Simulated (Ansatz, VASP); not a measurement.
## Two plane-wave programs on Rh

File INCAR:

```
SYSTEM = Rh
  PREC = Accurate
  ENCUT = 520
  EDIFF = 1E-6
  ISMEAR = 0
  SIGMA = 0.15
  LREAL = .FALSE.
  LASPH = .TRUE.
  NELM = 60
  ALGO = Normal
  ISIF = 2
  LWAVE = .FALSE.
  LCHARG = .FALSE.
  GGA = CA
  NBANDS = 14
```

Contents of KPOINTS:

```
Automatic mesh
0
G
  20 20 20
  0 0 0
```

The input POSCAR:

```
Rh
1.0
    0.0000000000      1.9271521032      1.8770352617
    1.9271521032      0.0000000000      1.8770352617
    1.9271521032      1.9271521032      0.0000000000
Rh
1
Direct
    0.0000000000      0.0000000000      0.0000000000
```

Input for Ansatz:

```yaml
crystal:
  lattice:
    - [0.0, 1.9271521032, 1.8770352617]
    - [1.9271521032, 0.0, 1.8770352617]
    - [1.9271521032, 1.9271521032, 0.0]
  atoms:
    - { symbol: Rh, position: [0.0, 0.0, 0.0] }
basis:
  ecutwfc: 420
kpoints:
  mp_grid: { grid: [20, 20, 20] }
hamiltonian:
  xc: lda
  pseudopotentials: { kind: paw, azcp: { folder: soft_1 } }
scf:
  occupations: { method: gaussian, width: 0.15 }
output:
  forces: true
  stress: true
  eigenvalues: true
  write_density: true
  write_potential: true
  elf: true
  volumetric_format: npy
```

Change from the starting cell: engineering shear strain xy +0.0000, equal normal strain along x and y +0.0267.

Alike in both runs: task single point; functional LDA; k mesh 20 × 20 × 20; occupations gaussian, width 0.15 eV; no spin polarisation.

|  | VASP | Ansatz |
| --- | --- | --- |
| version | VASP 6.6.1 | Ansatz 0.2.0 |
| potentials or method | VASP PAW LDA potentials, release 64 (Rh_pv), cutoff 520 eV | scalar-relativistic, plane waves, PAW |
| valence electrons in the cell | 15 | 17 |

```csv
,VASP,Ansatz,Ansatz less VASP
gap on the k mesh at the Fermi level (eV),none,none,-
pressure (GPa),-13.8,-14.5,-0.69
"traceless stress, the component that is largest in VASP (GPa)",4.00,4.01,+0.017
```

Ansatz warns that its potentials were made for another functional, while VASP's fit it. LDA's correlation is that of Perdew and Zunger in VASP and of Perdew and Wang (1992) in Ansatz. A gap of «none» marks a metal or a gap that the smearing closes. VASP's potentials hold 15 valence electrons a cell and Ansatz's 17, so a difference there can come from the potentials and not from the codes.
